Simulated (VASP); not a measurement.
Wanted: the native input for a VASP 6.6.1 run.

```yaml
Task: relaxation of cell and atoms
Functional: PBE
Dispersion: D3(BJ)
Potentials_or_basis: VASP PAW PBE potentials, release 64 (In_d, As)
Cutoff: 600 eV
k_mesh: 4 × 4 × 4
Occupations: gaussian, width 0.1 eV
Spin: no spin polarisation
Dipole_correction: no
Further_INCAR_settings: ALGO = Normal; EDIFF = 1e-06; IBRION = 2; EDIFFG = -0.04; NSW = 90; ISIF = 3
```

The structure of InAs4 lies in POSCAR:

```
InAs4
1.0
    5.3327113000      0.0000000000      0.0000000000
    0.0000000000      5.3327113000      0.0000000000
    0.0000000000      0.0000000000      3.8932627800
In As
1 4
Direct
    0.5000000000      0.5000000000      0.5000000000
    0.2500000000      0.2500000000      0.0000000000
    0.2500000000      0.7500000000      0.0000000000
    0.7500000000      0.2500000000      0.0000000000
    0.7500000000      0.7500000000      0.0000000000
```

The input as run:

INCAR

```
SYSTEM = InAs4
PREC = Accurate
ENCUT = 600
EDIFF = 1E-6
ISMEAR = 0
SIGMA = 0.1
LREAL = .False.
LASPH = .True.
NELM = 60
ALGO = Normal
ISIF = 3
LWAVE = .False.
LCHARG = .False.
GGA = PE
IVDW = 12
IBRION = 2
NSW = 90
EDIFFG = -0.04
```

KPOINTS

```
Automatic mesh
0
Gamma
  4 4 4
  0 0 0
```

Potentials or basis: VASP PAW PBE potentials, release 64 (In_d, As).

The run is started by

```bash
$ cat potpaw_PBE.64/In_d/POTCAR potpaw_PBE.64/As/POTCAR > POTCAR
$ mpirun -np 1 vasp_std > vasp.out
```

It gave:

```json
{
 "Relaxed volume": "24.90 Å³/atom",
 "Relaxed cell": "a = 5.399 Å, b = 5.399 Å, c = 4.271 Å, α = 90.00°, β = 90.00°, γ = 90.00°",
 "Space group after relaxing (to 0.05 Å)": "P4/mmm (No. 123)",
 "Energy gained by relaxing": "142.6 meV/atom",
 "Ionic steps": "9",
 "Pressure after relaxing": "-0.1 GPa",
 "Largest force after relaxing": "0.039 eV/Å",
 "Dispersion energy per atom": "-0.352 eV"
}
```

Caveat: the k points lie up to 0.37 Å⁻¹ apart in the final cell; pairwise dispersion overbinds metals, which lowers pressure and volume.

Run time: 6.5 min on 1 thread of Intel Xeon 6975P-C, with other jobs on the host, peak memory 0.3 GiB.
